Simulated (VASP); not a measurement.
# CdS (F-43m) in VASP: a series of runs, part 2 of 3

VASP 6.6.1. The steps go on from the part before.

## (3) Single point, BHLYP

This run uses another cell than the first one, of 23.32 Å³/atom.

POSCAR

```
CdS
1.0
    0.0000000000      2.8569628861      2.8569628861
    2.8569628861      0.0000000000      2.8569628861
    2.8569628861      2.8569628861      0.0000000000
Cd S
1 1
Direct
    0.0000000000      0.0000000000      0.0000000000
    0.7500000000      0.7500000000      0.7500000000
```

INCAR.step1

```
SYSTEM = CdS
  PREC = Accurate
  ENCUT = 520
  EDIFF = 1E-5
  ISMEAR = -1
  SIGMA = 0.05
  LREAL = .FALSE.
  LASPH = .TRUE.
  NELM = 80
  ALGO = Normal
  ISIF = 2
  LWAVE = .TRUE.
  LCHARG = .FALSE.
  GGA = PE
  NBANDS = 16
```

INCAR.step2

```
SYSTEM = CdS
  PREC = Accurate
  ENCUT = 520
  EDIFF = 1E-6
  ISMEAR = -1
  SIGMA = 0.05
  LREAL = .FALSE.
  LASPH = .TRUE.
  NELM = 80
  ALGO = Normal
  ISIF = 2
  LWAVE = .FALSE.
  LCHARG = .FALSE.
  GGA = B5
  LHFCALC = .TRUE.
  AEXX = 0.5
  ALDAX = 0.5
  AGGAX = 0.5
  AGGAC = 1.0
  ALDAC = 0.0
  PRECFOCK = Normal
  ISTART = 1
  NBANDS = 16
```

KPOINTS

```
regular mesh
0
G
  4 4 4
  0 0 0
```

Potentials or basis: VASP PAW PBE potentials, release 64 (Cd, S).

The run is started by

```sh
> cat potpaw_PBE.64/Cd/POTCAR potpaw_PBE.64/S/POTCAR > POTCAR
> cp INCAR.step1 INCAR
> mpirun -np 1 vasp_std > vasp.out
> cp INCAR.step2 INCAR
> mpirun -np 1 vasp_std > vasp.out
```

It took 13 min on 1 thread of Intel Xeon Platinum 8259CL at 2.50GHz (Skylake/Cascade Lake), shared host; peak memory 0.17 GiB.

Results (log left out):

| Item | Value |
| --- | --- |
| Free energy | -9.3355 eV |
| Pressure | 9.0 GPa |
| Band gap on the k mesh | 4.90 eV |

Levels at points of the mesh, in eV from the valence-band top:
```csv
k point,band 6,band 7,band 8,band 9,band 10,band 11,band 12,band 13
"(0.00, 0.00, 0.00)",-9.69,0.00,0.00,0.00,4.90,10.48,10.48,10.48
"(0.50, 0.00, 0.00)",-9.18,-5.44,-0.96,-0.96,6.88,10.93,10.93,11.69
"(0.50, 0.50, 0.00)",-9.06,-4.84,-2.40,-2.40,6.87,8.23,13.85,15.76
```

Caveat: the k points lie up to 0.48 Å⁻¹ apart; the PAW data sets were made with another functional, which shifts forces and pressure a little.

## (4) Single point, BHLYP

This run uses another cell than the first one, of 23.82 Å³/atom.

POSCAR

```
CdS
1.0
    0.0000000000      2.8770830059      2.8770830059
    2.8770830059      0.0000000000      2.8770830059
    2.8770830059      2.8770830059      0.0000000000
Cd S
1 1
Direct
    0.0000000000      0.0000000000      0.0000000000
    0.7500000000      0.7500000000      0.7500000000
```

INCAR.step1

```
PREC     = Accurate       # precision mode
ENCUT    = 520            # plane-wave cutoff, eV
EDIFF    = 1E-5           # SCF threshold, eV
ISMEAR   = -1             # smearing method
SIGMA    = 0.05           # smearing width, eV
LREAL    = False          # projectors in reciprocal space
LASPH    = True           # aspherical terms in the spheres
NELM     = 80             # most SCF steps
ALGO     = Normal         # electronic algorithm
ISIF     = 2              # what is computed and relaxed
LWAVE    = True           # write WAVECAR
LCHARG   = False          # write CHGCAR
NBANDS   = 16             # bands
GGA      = PE             # functional
```

INCAR.step2

```
PREC     = Accurate       # precision mode
ENCUT    = 520            # plane-wave cutoff, eV
EDIFF    = 1E-6           # SCF threshold, eV
ISMEAR   = -1             # smearing method
SIGMA    = 0.05           # smearing width, eV
LREAL    = False          # projectors in reciprocal space
LASPH    = True           # aspherical terms in the spheres
NELM     = 80             # most SCF steps
ALGO     = Normal         # electronic algorithm
ISIF     = 2              # what is computed and relaxed
LWAVE    = False          # write WAVECAR
LCHARG   = False          # write CHGCAR
GGA      = B5             # functional
LHFCALC  = True           # exact exchange
AEXX     = 0.5            # exact-exchange fraction
ALDAX    = 0.5          
AGGAX    = 0.5          
AGGAC    = 1.0          
ALDAC    = 0.0          
PRECFOCK = Normal       
NBANDS   = 16             # bands
ISTART   = 1
```

KPOINTS

```
regular mesh
0
Gamma
  4 4 4
```

Potentials or basis: VASP PAW PBE potentials, release 64 (Cd, S).

The run is started by

```sh
> cat potpaw_PBE.64/Cd/POTCAR potpaw_PBE.64/S/POTCAR > POTCAR
> cp INCAR.step1 INCAR
> mpirun -np 1 vasp_std > vasp.out
> cp INCAR.step2 INCAR
> mpirun -np 1 vasp_std > vasp.out
```

OUTCAR:

```text
PREC = Accurate
   ENCUT = 520
   EDIFF = 1E-6
   ISMEAR = -1
   LREAL = False
   LASPH = True
   NELM = 80
   ISIF = 2
   GGA = B5
   LHFCALC = True
   AEXX = 0.5
   PRECFOCK = Normal
   ISTART = 1

 ion  position               nearest neighbor table
   1  0.000  0.000  0.000-   2 2.49   2 2.49   2 2.49   2 2.49
   2  0.750  0.750  0.750-   1 2.49   1 2.49   1 2.49   1 2.49

  LATTYP: Found a face centered cubic cell.
[... 329 lines left out ...]
     16      18.1189      0.00000

------------------------ aborting loop because EDIFF is reached ----------------------------------------

  FORCE on cell =-STRESS in cart. coord.  units (eV):
  Direction    XX          YY          ZZ          XY          YZ          ZX
  --------------------------------------------------------------------------------------
  -------------------------------------------------------------------------------------
  Total        2.0851470      2.0851470      2.0851470      0.0000000      0.0000000     -0.0000000
  in kB       70.1390838     70.1390838     70.1390838      0.0000000      0.0000000     -0.0000000
  external PRESSURE =      70.1390838 kB  Pullay stress =       0.0000000 kB

 VOLUME and BASIS-vectors are now :
 -----------------------------------------------------------------------------
  energy-cutoff  :      520.00
  volume of cell :       47.63
      direct lattice vectors                 reciprocal lattice vectors
     0.000000000  2.877083006  2.877083006    -0.173787131  0.173787131  0.173787131
     2.877083006  0.000000000  2.877083006     0.173787131 -0.173787131  0.173787131
     2.877083006  2.877083006  0.000000000     0.173787131  0.173787131 -0.173787131

 POSITION                                       TOTAL-FORCE (eV/Angst)
 -----------------------------------------------------------------------------------
      0.00000      0.00000      0.00000        -0.000000     -0.000000     -0.000000
      4.31562      4.31562      4.31562         0.000000      0.000000      0.000000
 -----------------------------------------------------------------------------------
    total drift:                               -0.000097     -0.000071     -0.000052

  FREE ENERGIE OF THE ION-ELECTRON SYSTEM (eV)
  ---------------------------------------------------
  free  energy   TOTEN  =        -9.3854887361 eV

  energy  without entropy=       -9.3854887361  energy(sigma->0) =       -9.38548874
```

OSZICAR.step1:

```text
N       E                     dE             d eps       ncg     rms          rms(c)
DAV:   1     0.112258672779E+03    0.11226E+03   -0.88622E+03   256   0.101E+03
DAV:   2    -0.238051999098E+01   -0.11464E+03   -0.10823E+03   312   0.258E+02
DAV:   3    -0.655649925913E+01   -0.41760E+01   -0.41700E+01   328   0.514E+01
DAV:   4    -0.658279818396E+01   -0.26299E-01   -0.26296E-01   336   0.392E+00
DAV:   5    -0.658315226422E+01   -0.35408E-03   -0.35408E-03   312   0.423E-01    0.888E+00
DAV:   6    -0.604957123541E+01    0.53358E+00   -0.81367E-01   368   0.120E+01    0.703E+00
DAV:   7    -0.602698003801E+01    0.22591E-01   -0.22301E-01   312   0.324E+00    0.331E+00
DAV:   8    -0.602757127360E+01   -0.59124E-03   -0.22020E-02   296   0.192E+00    0.353E-01
DAV:   9    -0.602748165447E+01    0.89619E-04   -0.27363E-03   304   0.808E-01    0.633E-02
DAV:  10    -0.602758078758E+01   -0.99133E-04   -0.28241E-04   264   0.200E-01    0.635E-02
DAV:  11    -0.602766380966E+01   -0.83022E-04   -0.12550E-04   272   0.946E-02    0.185E-02
DAV:  12    -0.602765790130E+01    0.59084E-05   -0.27385E-05   296   0.724E-02
   1 F= -.60276579E+01 E0= -.60276577E+01  d E =-.339681E-06
```

Run time: 10 min. Hardware: 1 thread of Intel Xeon Platinum 8259CL at 2.50GHz (Skylake/Cascade Lake), shared host; peak memory 0.17 GiB.

Results:

```yaml
Free_energy: -9.3855 eV
Pressure: 7.0 GPa
Band_gap_on_the_k_mesh: 4.84 eV
```

Levels at points of the mesh, in eV from the valence-band top:
| k point | band 7 | band 8 | band 9 | band 10 | band 11 | band 12 |
| --- | --- | --- | --- | --- | --- | --- |
| (0.00, 0.00, 0.00) | 0.00 | 0.00 | 0.00 | 4.84 | 10.47 | 10.47 |
| (0.50, 0.00, 0.00) | -5.29 | -0.92 | -0.92 | 6.84 | 10.92 | 10.92 |
| (0.50, 0.50, 0.00) | -4.72 | -2.31 | -2.31 | 6.89 | 8.21 | 13.71 |

Caveat: the k points lie up to 0.47 Å⁻¹ apart; the PAW data sets were made with another functional, which shifts forces and pressure a little.

## (5) Single point, BHLYP

This run uses another cell than the first one, of 24.31 Å³/atom.

POSCAR

```
CdS
1.0
    0.0000000000      2.8969255847      2.8969255847
    2.8969255847      0.0000000000      2.8969255847
    2.8969255847      2.8969255847      0.0000000000
Cd S
1 1
Direct
    0.0000000000      0.0000000000      0.0000000000
    0.7500000000      0.7500000000      0.7500000000
```

INCAR.step1

```
SYSTEM = CdS
PREC = Accurate
ENCUT = 520
EDIFF = 1E-5
ISMEAR = -1
SIGMA = 0.05
LREAL = .FALSE.
LASPH = .TRUE.
NELM = 80
ALGO = Normal
ISIF = 2
LWAVE = .TRUE.
LCHARG = .FALSE.
GGA = PE
NBANDS = 16
```

INCAR.step2

```
SYSTEM = CdS
PREC = Accurate
ENCUT = 520
EDIFF = 1E-6
ISMEAR = -1
SIGMA = 0.05
LREAL = .FALSE.
LASPH = .TRUE.
NELM = 80
ALGO = Normal
ISIF = 2
LWAVE = .FALSE.
LCHARG = .FALSE.
GGA = B5
LHFCALC = .TRUE.
AEXX = 0.5
ALDAX = 0.5
AGGAX = 0.5
AGGAC = 1.0
ALDAC = 0.0
PRECFOCK = Normal
ISTART = 1
NBANDS = 16
```

KPOINTS

```
regular mesh
0
G
  4 4 4
  0 0 0
```

Potentials or basis: VASP PAW PBE potentials, release 64 (Cd, S).

The run is started by

```sh
> cat potpaw_PBE.64/Cd/POTCAR potpaw_PBE.64/S/POTCAR > POTCAR
> cp INCAR.step1 INCAR
> mpirun -np 1 vasp_std > vasp.out
> cp INCAR.step2 INCAR
> mpirun -np 1 vasp_std > vasp.out
```

OUTCAR:

```text
SYSTEM = CdS
   PREC = Accurate
   ENCUT = 520
   EDIFF = 1E-6
   ISMEAR = -1
   LREAL = .FALSE.
   LASPH = .TRUE.
   NELM = 80
   ISIF = 2
   GGA = B5
   LHFCALC = .TRUE.
   AEXX = 0.5
   PRECFOCK = Normal
   ISTART = 1

 ion  position               nearest neighbor table
   1  0.000  0.000  0.000-   2 2.51   2 2.51   2 2.51   2 2.51
   2  0.750  0.750  0.750-   1 2.51   1 2.51   1 2.51   1 2.51

  LATTYP: Found a face centered cubic cell.
 ALAT       =     5.7938511694

  Lattice vectors:

 A1 = (   0.0000000000,   2.8969255847,   2.8969255847)
 A2 = (   2.8969255847,   0.0000000000,   2.8969255847)
 A3 = (   2.8969255847,   2.8969255847,   0.0000000000)

Analysis of symmetry for initial positions (statically):
=====================================================================
 Subroutine PRICEL returns:
 Original cell was already a primitive cell.

 Routine SETGRP: Setting up the symmetry group for a
 face centered cubic supercell.

[... 152 lines left out ...]
  free energy    TOTEN  =        -9.42387887 eV

  energy without entropy =       -9.42387887  energy(sigma->0) =       -9.42387887

 E-fermi :   0.8542     XC(G=0):  -4.8841

 val. band max:       -0.2657174628   @ k =   0.0000   0.0000   0.0000
 cond. band min:       4.5087902139   @ k =   0.0000   0.0000   0.0000
 fundamental gap:      4.7745076767
 Fermi energy:         0.8542276906

 k-point     1 :       0.0000    0.0000    0.0000
  band No.  band energies     occupation
      1     -15.1952      2.00000
      2     -10.3850      2.00000
      3     -10.3850      2.00000
      4     -10.3850      2.00000
      5      -9.8697      2.00000
      6      -9.8697      2.00000
[... 129 lines left out ...]
      3     -10.1219      2.00000
      4      -9.9222      2.00000
      5      -9.8613      2.00000
      6      -9.1017      2.00000
[... 8 lines left out ...]
     15      17.3259      0.00000
     16      17.8542      0.00000

------------------------ aborting loop because EDIFF is reached ----------------------------------------

  FORCE on cell =-STRESS in cart. coord.  units (eV):
  Direction    XX          YY          ZZ          XY          YZ          ZX
  --------------------------------------------------------------------------------------
  -------------------------------------------------------------------------------------
  Total        1.5962642      1.5962642      1.5962642      0.0000000      0.0000000     -0.0000000
  in kB       52.5984979     52.5984979     52.5984979      0.0000000      0.0000000     -0.0000000
  external PRESSURE =      52.5984979 kB  Pullay stress =       0.0000000 kB

 VOLUME and BASIS-vectors are now :
 -----------------------------------------------------------------------------
  energy-cutoff  :      520.00
  volume of cell :       48.62
      direct lattice vectors                 reciprocal lattice vectors
     0.000000000  2.896925585  2.896925585    -0.172596770  0.172596770  0.172596770
     2.896925585  0.000000000  2.896925585     0.172596770 -0.172596770  0.172596770
     2.896925585  2.896925585  0.000000000     0.172596770  0.172596770 -0.172596770

 POSITION                                       TOTAL-FORCE (eV/Angst)
 -----------------------------------------------------------------------------------
      0.00000      0.00000      0.00000        -0.000000     -0.000000     -0.000000
      4.34539      4.34539      4.34539         0.000000      0.000000      0.000000
 -----------------------------------------------------------------------------------
    total drift:                               -0.000059     -0.000047     -0.000030

  FREE ENERGIE OF THE ION-ELECTRON SYSTEM (eV)
  ---------------------------------------------------
  free  energy   TOTEN  =        -9.4238788717 eV

  energy  without entropy=       -9.4238788716  energy(sigma->0) =       -9.42387887
```

OUTCAR.step1:

```text
SYSTEM = CdS
   PREC = Accurate
   ENCUT = 520
   EDIFF = 1E-5
   ISMEAR = -1
   LREAL = .FALSE.
[... 354 lines left out ...]
      0.00000      0.00000      0.00000        -0.000000     -0.000000     -0.000000
      4.34539      4.34539      4.34539         0.000000      0.000000      0.000000
 -----------------------------------------------------------------------------------
    total drift:                                0.000001      0.000001      0.000001

  FREE ENERGIE OF THE ION-ELECTRON SYSTEM (eV)
  ---------------------------------------------------
  free  energy   TOTEN  =        -6.0625040952 eV

  energy  without entropy=       -6.0625035840  energy(sigma->0) =       -6.06250384
```

OSZICAR.step1:

```text
N       E                     dE             d eps       ncg     rms          rms(c)
DAV:   1     0.116377619658E+03    0.11638E+03   -0.91223E+03   256   0.103E+03
DAV:   2    -0.226360528395E+01   -0.11864E+03   -0.11206E+03   304   0.260E+02
DAV:   3    -0.659376585712E+01   -0.43302E+01   -0.43231E+01   344   0.528E+01
DAV:   4    -0.661908381246E+01   -0.25318E-01   -0.25315E-01   304   0.393E+00
DAV:   5    -0.661941394138E+01   -0.33013E-03   -0.33013E-03   320   0.426E-01    0.848E+00
DAV:   6    -0.608368034496E+01    0.53573E+00   -0.82453E-01   376   0.118E+01    0.677E+00
DAV:   7    -0.606178640608E+01    0.21894E-01   -0.21362E-01   312   0.316E+00    0.324E+00
DAV:   8    -0.606238767066E+01   -0.60126E-03   -0.20898E-02   288   0.185E+00    0.332E-01
DAV:   9    -0.606231110204E+01    0.76569E-04   -0.25574E-03   312   0.767E-01    0.617E-02
DAV:  10    -0.606242364834E+01   -0.11255E-03   -0.27340E-04   280   0.186E-01    0.662E-02
DAV:  11    -0.606251157345E+01   -0.87925E-04   -0.13428E-04   272   0.969E-02    0.195E-02
DAV:  12    -0.606250409521E+01    0.74782E-05   -0.27418E-05   296   0.722E-02
   1 F= -.60625041E+01 E0= -.60625038E+01  d E =-.511235E-06
```

It took 7.9 min on 1 thread of Intel Xeon Platinum 8259CL at 2.50GHz (Skylake/Cascade Lake), shared host; peak memory 0.17 GiB.

What came out:

```
Free energy            : -9.4239 eV
Pressure               : 5.3 GPa
Band gap on the k mesh : 4.77 eV
```

Caveat: the k points lie up to 0.47 Å⁻¹ apart; the PAW data sets were made with another functional, which shifts forces and pressure a little.

(Part 2 of 3 ends here.)
